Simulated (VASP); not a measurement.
# CdSe (P6_3mc) in VASP: notebook

Runs on CdSe. Level: PBE. Tasks: single point.

Program: VASP 6.6.1. These are calculated values, not measurements. Logs are shortened: lines on timing, memory, paths and dates and some standing lists are left out, and cuts for length are marked.

### Step 1. The cell of the first run

The structure is hexagonal, space group P6_3mc (No. 186). Conventional cell: a = 4.084 Å, b = 4.084 Å, c = 6.664 Å, α = 90.00°, β = 90.00°, γ = 120.00°. Cd (site symmetry 3m) has 4 Se at 2.50 Å within 3.3 Å. Within 3.3 Å of Se (site symmetry 3m) lie 4 Cd at 2.50 Å.

### Step 2. Single point, PBE (strain -0.050 along x and y, -0.050 along z)

Input file INCAR:

```
PREC = Accurate ; ENCUT = 520
EDIFF = 1E-7 ; ISMEAR = 0
SIGMA = 0.05 ; LREAL = False
LASPH = True ; NELM = 100
ALGO = Normal ; ISIF = 2
LWAVE = False ; LCHARG = False
GGA = PE ; NBANDS = 26
```

Input file KPOINTS:

```
regular mesh
0
Gamma
  9 9 4
```

Input file POSCAR:

```
CdSe
1.0
    4.0835749185      0.0000000000      0.0000000000
   -2.0417874593      3.5364796177      0.0000000000
    0.0000000000      0.0000000000      6.6644400000
Cd Se
2 2
Direct
    0.6666666667      0.3333333333      0.0000000000
    0.3333333333      0.6666666667      0.5000000000
    0.6666666667      0.3333333333      0.3750000000
    0.3333333333      0.6666666667      0.8750000000
```

Potentials or basis: VASP PAW PBE potentials, release 64 (Cd, Se).

Started as:

```bash
$ cat potpaw_PBE.64/Cd/POTCAR potpaw_PBE.64/Se/POTCAR > POTCAR
$ mpirun -np 1 vasp_std > vasp.out
```

OUTCAR:

```text
PREC = Accurate
   ENCUT = 520
   EDIFF = 1E-7
   ISMEAR = 0
   LREAL = False
   LASPH = True
   NELM = 100
   ISIF = 2
   GGA = PE

 ion  position               nearest neighbor table
   1  0.667  0.333  0.000-   3 2.50   4 2.50   4 2.50   4 2.50
   2  0.333  0.667  0.500-   4 2.50   3 2.50   3 2.50   3 2.50
   3  0.667  0.333  0.375-   1 2.50   2 2.50   2 2.50   2 2.50
   4  0.333  0.667  0.875-   2 2.50   1 2.50   1 2.50   1 2.50

  LATTYP: Found a hexagonal cell.
 ALAT       =     4.0835749185
 C/A-ratio  =     1.6320111993

  Lattice vectors:

 A1 = (   4.0835749185,   0.0000000000,   0.0000000000)
 A2 = (  -2.0417874593,   3.5364796177,   0.0000000000)
 A3 = (   0.0000000000,   0.0000000000,   6.6644400000)

Analysis of symmetry for initial positions (statically):
=====================================================================
 Subroutine PRICEL returns:
 Original cell was already a primitive cell.

 Routine SETGRP: Setting up the symmetry group for a
 hexagonal supercell.

 Subroutine GETGRP returns: Found 12 space group operations
 (whereof  6 operations were pure point group operations)
 out of a pool of 24 trial point group operations.

The static configuration has the point symmetry C_3v.
 The point group associated with its full space group is C_6v.

Analysis of symmetry for dynamics (positions and initial velocities):
=====================================================================
 Subroutine PRICEL returns:
 Original cell was already a primitive cell.

 Routine SETGRP: Setting up the symmetry group for a
 hexagonal supercell.

 Subroutine GETGRP returns: Found 12 space group operations
 (whereof  6 operations were pure point group operations)
 out of a pool of 24 trial point group operations.

The dynamic configuration has the point symmetry C_3v.
 The point group associated with its full space group is C_6v.

 Subroutine INISYM returns: Found 12 space group operations
 (whereof  6 operations are pure point group operations),
 and found     1 'primitive' translations

----------------------------------------------------------------------------------------

                                     Primitive cell

  volume of cell :      96.2444
[... 82 lines left out ...]
   NGXF,Y,Z  is equivalent  to a cutoff of  24.43, 24.43, 24.95 a.u.
 SYSTEM =  unknown system
   PREC   = accura    normal or accurate (medium, high low for compatibility)
   ISTART =      0    job   : 0-new  1-cont  2-samecut
   ICHARG =      2    charge: 1-file 2-atom 10-const
   ISPIN  =      1    spin polarized calculation?
   LNONCOLLINEAR =      F non collinear calculations
   LSORBIT =      F    spin-orbit coupling
   LASPH  =      T    aspherical Exc in radial PAW
   ENCUT  =  520.0 eV  38.22 Ry    6.18 a.u.   7.59  7.59 12.39*2*pi/ulx,y,z
   NELM   =    100;   NELMIN=  2; NELMDL= -5     # of ELM steps
   EDIFF  = 0.1E-06   stopping-criterion for ELM
   LREAL  =      F    real-space projection
   EDIFFG = 0.1E-05   stopping-criterion for IOM
   NSW    =      0    number of steps for IOM
   IBRION =     -1    ionic relax: 0-MD 1-quasi-New 2-CG
   NFREE  =      0    steps in history (QN), initial steepest desc. (CG)
   ISIF   =      2    stress and relaxation
   ISYM   =      2    0-nonsym 1-usesym 2-fastsym
   POTIM  = 0.5000    time-step for ionic-motion
   TEBEG  =    0.0;   TEEND  =   0.0 temperature during run
   PSTRESS=    0.0 pullay stress
   NELECT =      36.0000    total number of electrons
   NUPDOWN=      -1.0000    fix difference up-down
   EMIN   =  10.00;   EMAX   =-10.00  energy-range for DOS
   EFERMI =   0.00;   METHOD = LEGACY
   ISMEAR =     0;   SIGMA  =   0.05  broadening in eV -4-tet -1-fermi 0-gaus
   EFERMI_NEDOS =   21; number of points for ismear=-14 and -15
   IALGO  =     38    algorithm
   IMIX   =      4    mixing-type and parameters
     AMIX     =   0.40;   BMIX     =  1.00
     AMIX_MAG =   1.60;   BMIX_MAG =  1.00
  volume/ion in A,a.u.               =      24.06       162.37
  Fermi-wavevector in a.u.,A,eV,Ry     =   1.179552  2.229031 18.930380  1.391344
  Thomas-Fermi vector in A             =   2.315861
   LORBIT       =      0    0 simple, 1 ext, 2 COOP (PROOUT), +10 PAW based schemes
   GGA     = PE    functional components
   LHFCALC =     F    Hartree Fock is set to
   AEXX    =    0.0000 exact exchange contribution
   IVDW    =     0    specifies the selected vdW correction
   LEPSILON=     F    determine dielectric tensor
   LRPA    =     F    only Hartree local field effects (RPA)
 non-spin polarized calculation
 Gauss-broadening in eV      SIGMA  =   0.05
  energy-cutoff  :      520.00
  volume of cell :       96.24
 maximum number of plane-waves:      2617
   NGX = 15   NGY = 15   NGZ = 25

 number of electron      36.0000021 magnetization

 Free energy of the ion-electron system (eV)
  ---------------------------------------------------
  ext. energy  EPLUGINS =         0.00000000
  ---------------------------------------------------
  free energy    TOTEN  =       -10.03180013 eV

  energy without entropy =      -10.03180013  energy(sigma->0) =      -10.03180013

 E-fermi :   2.5584     XC(G=0):  -9.6132

 val. band max:        2.3343548391   @ k =   0.0000   0.0000   0.0000
 cond. band min:       3.3411178826   @ k =   0.0000   0.0000   0.0000
 fundamental gap:      1.0067630435
 Fermi energy:         2.5584401003

 k-point     1 :       0.0000    0.0000    0.0000
  band No.  band energies     occupation
      1     -11.2925      2.00000
      2     -10.7566      2.00000
      3      -6.2781      2.00000
      4      -6.2607      2.00000
      5      -6.2607      2.00000
      6      -6.1575      2.00000
[... 685 lines left out ...]
     25      11.5357      0.00000
     26      11.6491      0.00000

 [... further k-points ...]
[... 5 lines left out ...]
  --------------------------------------------------------------------------------------
  -------------------------------------------------------------------------------------
  Total        9.6178955      9.6178955      9.9092835     -0.0000000      0.0000000      0.0000000
  in kB      160.1088317    160.1088317    164.9595584     -0.0000000      0.0000000      0.0000000
  external PRESSURE =     161.7257406 kB  Pullay stress =       0.0000000 kB

 VOLUME and BASIS-vectors are now :
 -----------------------------------------------------------------------------
  energy-cutoff  :      520.00
  volume of cell :       96.24
      direct lattice vectors                 reciprocal lattice vectors
     4.083574919  0.000000000  0.000000000     0.244883471  0.141383538  0.000000000
    -2.041787459  3.536479618  0.000000000     0.000000000  0.282767076  0.000000000
     0.000000000  0.000000000  6.664440000     0.000000000  0.000000000  0.150050117

 POSITION                                       TOTAL-FORCE (eV/Angst)
 -----------------------------------------------------------------------------------
      2.04179      1.17883      0.00000        -0.000000      0.000000     -0.013788
     -0.00000      2.35765      3.33222         0.000000     -0.000000     -0.013788
      2.04179      1.17883      2.49917         0.000000     -0.000000      0.013788
     -0.00000      2.35765      5.83139        -0.000000      0.000000      0.013788
 -----------------------------------------------------------------------------------
    total drift:                                0.000000      0.000000     -0.000027

  FREE ENERGIE OF THE ION-ELECTRON SYSTEM (eV)
  ---------------------------------------------------
  free  energy   TOTEN  =       -10.0318001290 eV

  energy  without entropy=      -10.0318001290  energy(sigma->0) =      -10.03180013
```

OSZICAR:

```text
N       E                     dE             d eps       ncg     rms          rms(c)
DAV:   1     0.251591863274E+03    0.25159E+03   -0.17489E+04  1872   0.127E+03
DAV:   2     0.152426365166E+01   -0.25007E+03   -0.24245E+03  2022   0.322E+02
DAV:   3    -0.106849078679E+02   -0.12209E+02   -0.12146E+02  2310   0.722E+01
DAV:   4    -0.107751206175E+02   -0.90213E-01   -0.90133E-01  2002   0.577E+00
DAV:   5    -0.107756442354E+02   -0.52362E-03   -0.52361E-03  2176   0.429E-01    0.126E+01
DAV:   6    -0.100778408440E+02    0.69780E+00   -0.11660E+00  2436   0.123E+01    0.930E+00
DAV:   7    -0.100445119362E+02    0.33329E-01   -0.76003E-01  1962   0.476E+00    0.222E+00
DAV:   8    -0.100315220034E+02    0.12990E-01   -0.11239E-01  1970   0.356E+00    0.561E-01
DAV:   9    -0.100316216686E+02   -0.99665E-04   -0.13527E-02  2012   0.123E+00    0.228E-01
DAV:  10    -0.100317275120E+02   -0.10584E-03   -0.10477E-03  2014   0.383E-01    0.849E-02
DAV:  11    -0.100317808521E+02   -0.53340E-04   -0.13007E-04  1980   0.805E-02    0.228E-02
DAV:  12    -0.100317996036E+02   -0.18752E-04   -0.27706E-05  2016   0.343E-02    0.145E-02
DAV:  13    -0.100318002699E+02   -0.66628E-06   -0.87920E-06  2084   0.317E-02    0.281E-03
DAV:  14    -0.100318001408E+02    0.12910E-06   -0.10214E-06  2102   0.107E-02    0.743E-04
DAV:  15    -0.100318001290E+02    0.11712E-07   -0.11354E-07  1478   0.221E-03
   1 F= -.10031800E+02 E0= -.10031800E+02  d E =-.329441E-12
```

stdout:

```text
POSCAR found type information on POSCAR CdSe
 POSCAR found :  2 types and       4 ions
 scaLAPACK will be used
 LDA part: xc-table for (Slater+PW92), standard interpolation
 POSCAR, INCAR and KPOINTS ok, starting setup
 FFT: planning ... GRIDC
 FFT: planning ... GRID_SOFT
 FFT: planning ... GRID
 WAVECAR not read
 entering main loop
```

It took 66 s on 1 thread of Intel Xeon 6975P-C (Granite Rapids), shared host; peak memory 0.24 GiB.

Results:

```yaml
Free_energy: -10.0318 eV
Pressure: 16.2 GPa
Largest_force: 0.014 eV/Å
Band_gap_on_the_k_mesh: 1.01 eV, direct
```

Forces on the atoms (eV/Å):
```
Cd   0.000  0.000 -0.014
Cd   0.000  0.000 -0.014
Se   0.000  0.000  0.014
Se   0.000  0.000  0.014
```

Stress tensor (GPa, compression positive):
```
16.01  0.00  0.00
 0.00 16.01  0.00
 0.00  0.00 16.50
```

Levels at points of the mesh, in eV from the valence-band top:
```tsv
k point	band 14	band 15	band 16	band 17	band 18	band 19	band 20	band 21	band 22	band 23
(0.00, 0.00, 0.00)	-1.02	-1.02	-0.08	0.00	0.00	1.01	2.35	5.81	5.81	6.11
(0.00, 0.00, 0.50)	-3.10	-0.54	-0.54	-0.54	-0.54	2.64	2.64	6.09	6.09	6.25
```

Caveat: the cell differs from its parent crystal (strain -0.050 along x and y, -0.050 along z).

### Step 3. Single point, PBE (strain -0.050 along x and y, +0.000 along z)

Input file INCAR:

```
PREC = Accurate ; ENCUT = 520
EDIFF = 1E-6 ; ISMEAR = 0
SIGMA = 0.05 ; LREAL = F
LASPH = T ; NELM = 100
ALGO = Normal ; ISIF = 2
LWAVE = F ; LCHARG = F
GGA = PE ; NBANDS = 26
```

KPOINTS is that of step 2.

POSCAR: that of step 2 with these lines changed.

```diff
@@ -4,3 +4,3 @@
    -2.0417874593      3.5364796177      0.0000000000
-    0.0000000000      0.0000000000      6.6644400000
+    0.0000000000      0.0000000000      7.0152000000
 Cd Se
```

Potentials or basis: VASP PAW PBE potentials, release 64 (Cd, Se).

Started as:

```bash
$ cat potpaw_PBE.64/Cd/POTCAR potpaw_PBE.64/Se/POTCAR > POTCAR
$ mpirun -np 1 vasp_std > vasp.out
```

Run time: 53 s. Hardware: 1 thread of Intel Xeon 6975P-C (Granite Rapids), shared host; peak memory 0.25 GiB.

It converged, with:

| Item | Value |
| --- | --- |
| Free energy | -10.3888 eV |
| Pressure | 11.2 GPa |
| Largest force | 0.599 eV/Å |
| Band gap on the k mesh | 0.79 eV, direct |

Forces on the atoms (eV/Å):
```
Cd   0.000  0.000  0.599
Cd   0.000  0.000  0.599
Se   0.000  0.000 -0.599
Se   0.000  0.000 -0.599
```

Stress tensor (GPa, compression positive):
```
13.41  0.00  0.00
 0.00 13.41  0.00
 0.00  0.00  6.86
```

Levels at points of the mesh, in eV from the valence-band top:
```csv
k point,band 16,band 17,band 18,band 19,band 20,band 21
"(0.00, 0.00, 0.00)",-0.28,0.00,0.00,0.79,2.53,5.60
"(0.00, 0.00, 0.50)",-0.42,-0.42,-0.42,2.60,2.60,5.75
```

Caveat: the cell differs from its parent crystal (strain -0.050 along x and y, +0.000 along z).

### Step 4. Single point, PBE (strain -0.050 along x and y, +0.050 along z)

Input file INCAR:

```
SYSTEM = CdSe
ALGO     = Normal         ! electronic algorithm
EDIFF    = 1E-6           ! SCF threshold, eV
ENCUT    = 520            ! plane-wave cutoff, eV
GGA      = PE             ! functional
ISIF     = 2              ! what is computed and relaxed
ISMEAR   = 0              ! smearing method
LASPH    = .True.         ! aspherical terms in the spheres
LCHARG   = .False.        ! write CHGCAR
LREAL    = .False.        ! projectors in reciprocal space
LWAVE    = .False.        ! write WAVECAR
NBANDS   = 26             ! bands
NELM     = 80             ! most SCF steps
PREC     = Accurate       ! precision mode
SIGMA    = 0.05           ! smearing width, eV
```

Input file KPOINTS:

```
k-points
0
Gamma
  9 9 4
  0 0 0
```

POSCAR: that of step 3 with these lines changed.

```diff
@@ -4,3 +4,3 @@
    -2.0417874593      3.5364796177      0.0000000000
-    0.0000000000      0.0000000000      7.0152000000
+    0.0000000000      0.0000000000      7.3659600000
 Cd Se
```

Potentials or basis: VASP PAW PBE potentials, release 64 (Cd, Se).

Started as:

```bash
$ cat potpaw_PBE.64/Cd/POTCAR potpaw_PBE.64/Se/POTCAR > POTCAR
$ mpirun -np 1 vasp_std > vasp.out
```

OUTCAR:

```text
SYSTEM = CdSe
   EDIFF = 1E-6
   ENCUT = 520
   GGA = PE
   ISIF = 2
   ISMEAR = 0
   LASPH = .True.
   LREAL = .False.
   NELM = 80
   PREC = Accurate

 ion  position               nearest neighbor table
   1  0.667  0.333  0.000-   4 2.53   4 2.53   4 2.53   3 2.76
   2  0.333  0.667  0.500-   3 2.53   3 2.53   3 2.53   4 2.76
   3  0.667  0.333  0.375-   2 2.53   2 2.53   2 2.53   1 2.76
   4  0.333  0.667  0.875-   1 2.53   1 2.53   1 2.53   2 2.76

  LATTYP: Found a hexagonal cell.
[... 889 lines left out ...]
     25      10.3172      0.00000
     26      10.3172      0.00000

 [... further k-points ...]
[... 5 lines left out ...]
  --------------------------------------------------------------------------------------
  -------------------------------------------------------------------------------------
  Total        7.4584144      7.4584144      0.7352444     -0.0000000      0.0000000      0.0000000
  in kB      112.3352488    112.3352488     11.0739173     -0.0000000      0.0000000      0.0000000
  external PRESSURE =      78.5814716 kB  Pullay stress =       0.0000000 kB

 VOLUME and BASIS-vectors are now :
 -----------------------------------------------------------------------------
  energy-cutoff  :      520.00
  volume of cell :      106.38
      direct lattice vectors                 reciprocal lattice vectors
     4.083574919  0.000000000  0.000000000     0.244883471  0.141383538  0.000000000
    -2.041787459  3.536479618  0.000000000     0.000000000  0.282767076  0.000000000
     0.000000000  0.000000000  7.365960000     0.000000000  0.000000000  0.135759629

 POSITION                                       TOTAL-FORCE (eV/Angst)
 -----------------------------------------------------------------------------------
      2.04179      1.17883      0.00000         0.000000      0.000000      0.826043
     -0.00000      2.35765      3.68298        -0.000000     -0.000000      0.826043
      2.04179      1.17883      2.76223         0.000000     -0.000000     -0.826043
     -0.00000      2.35765      6.44522        -0.000000      0.000000     -0.826043
 -----------------------------------------------------------------------------------
    total drift:                               -0.000000     -0.000000     -0.000584

  FREE ENERGIE OF THE ION-ELECTRON SYSTEM (eV)
  ---------------------------------------------------
  free  energy   TOTEN  =       -10.5072781403 eV

  energy  without entropy=      -10.5072781403  energy(sigma->0) =      -10.50727814
```

Run time: 44 s. Hardware: 1 thread of Intel Xeon 6975P-C (Granite Rapids), shared host; peak memory 0.26 GiB.

Results:

| Property | Result |
| --- | --- |
| Free energy | -10.5073 eV |
| Pressure | 7.9 GPa |
| Largest force | 0.826 eV/Å |
| Band gap on the k mesh | 0.60 eV, direct |

Forces in eV/Å, atoms in the order of the input:
```
Cd   0.000  0.000  0.826
Cd   0.000  0.000  0.826
Se   0.000  0.000 -0.826
Se   0.000  0.000 -0.826
```

Levels at points of the mesh, in eV from the valence-band top:
| k point | band 15 | band 16 | band 17 | band 18 | band 19 | band 20 | band 21 | band 22 |
| --- | --- | --- | --- | --- | --- | --- | --- | --- |
| (0.00, 0.00, 0.00) | -0.61 | -0.53 | 0.00 | 0.00 | 0.60 | 2.66 | 5.25 | 6.18 |
| (0.00, 0.00, 0.50) | -0.32 | -0.32 | -0.32 | -0.32 | 2.52 | 2.52 | 5.44 | 5.44 |

Caveat: the cell differs from its parent crystal (strain -0.050 along x and y, +0.050 along z).

### Step 5. Summary

```csv
cell,gap on the mesh (eV),pressure (GPa),largest force (eV/Å)
"a = 4.084, b = 4.084, c = 6.664 Å, angles 90.0, 90.0, 120.0°, 4 atoms",1.01,16.2,0.01
"a = 4.084, b = 4.084, c = 7.015 Å, angles 90.0, 90.0, 120.0°, 4 atoms",0.79,11.2,0.60
"a = 4.084, b = 4.084, c = 7.366 Å, angles 90.0, 90.0, 120.0°, 4 atoms",0.60,7.9,0.83
```

Alike in all rows: task single point; level PBE; potentials or basis VASP PAW PBE potentials, release 64 (Cd, Se); no spin polarisation; k mesh 9 × 9 × 4; cutoff (eV) 520; smearing gaussian 0.05 eV.

Total energies depend on the potentials used, so only differences within one code and one set of settings carry meaning.
